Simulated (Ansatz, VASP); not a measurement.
One calculation of KF, two programs

```xyz
4
Lattice="3.7020 0.0000 0.0000 -1.8510 3.2061 0.0000 0.0000 0.0000 6.5279" Properties=species:S:1:pos:R:3 pbc="T T T"
K     0.0000    0.0000    0.0000
K     0.0000    0.0000    3.2639
F     0.0000    2.1374    1.6320
F     1.8510    1.0687    4.8959
```

Alike in both runs: task single point; functional PBE; k mesh 6 × 6 × 4; no spin polarisation.

|  | VASP | Ansatz |
| --- | --- | --- |
| version | VASP 6.6.1 | Ansatz 0.2.0 |
| potentials or method | VASP PAW PBE potentials, release 64 (K_sv, F) | plane waves, PAW |
| plane-wave cutoff (eV) | 520 | 420 |
| occupations | gaussian, width 0.01 eV | fixed |
| valence electrons in the cell | 32 | 32 |

|  | VASP | Ansatz | Ansatz less VASP |
| --- | --- | --- | --- |
| gap on the k mesh at the Fermi level (eV) | 6.04 | 6.05 | +0.016 |
| pressure (GPa) | 1.0 | 0.9 | -0.03 |
| traceless stress, the component that is largest in VASP (GPa) | 0.17 | 0.14 | -0.033 |
